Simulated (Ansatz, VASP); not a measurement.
**One calculation of PbSe, two programs**

```
Pb Se
1.0
     0.00000    3.10658    3.10658
     3.10658    0.00000    3.10658
     3.10658    3.10658    0.00000
Pb Se
1 1
Direct
  0.50000 0.50000 0.50000
  0.00000 0.00000 0.00000
```

Alike in both runs: task single point; functional RPBE; dispersion D4; k mesh 6 × 6 × 6; occupations gaussian, width 0.05 eV; no spin polarisation.

```csv
,VASP,Ansatz
version,VASP 6.6.1,Ansatz 0.2.0
potentials or method,"VASP PAW PBE potentials, release 64 (Pb_d, Se), cutoff 500 eV","scalar-relativistic, plane waves, PAW"
valence electrons in the cell,20,30
```

|  | VASP | Ansatz | Ansatz less VASP |
| --- | --- | --- | --- |
| gap on the k mesh at the Fermi level (eV) | 0.52 | 0.52 | -0.005 |
| least direct gap on the mesh (eV) | 0.52 | 0.52 | -0.005 |
| pressure (GPa) | -1.0 | -1.0 | +0.02 |

VASP's potentials were made for PBE, not for RPBE. VASP's potentials hold 20 valence electrons a cell and Ansatz's 30, so a difference there can come from the potentials and not from the codes. Ansatz's warnings: dispersion switch in reach.

Neither program's run includes spin-orbit coupling.
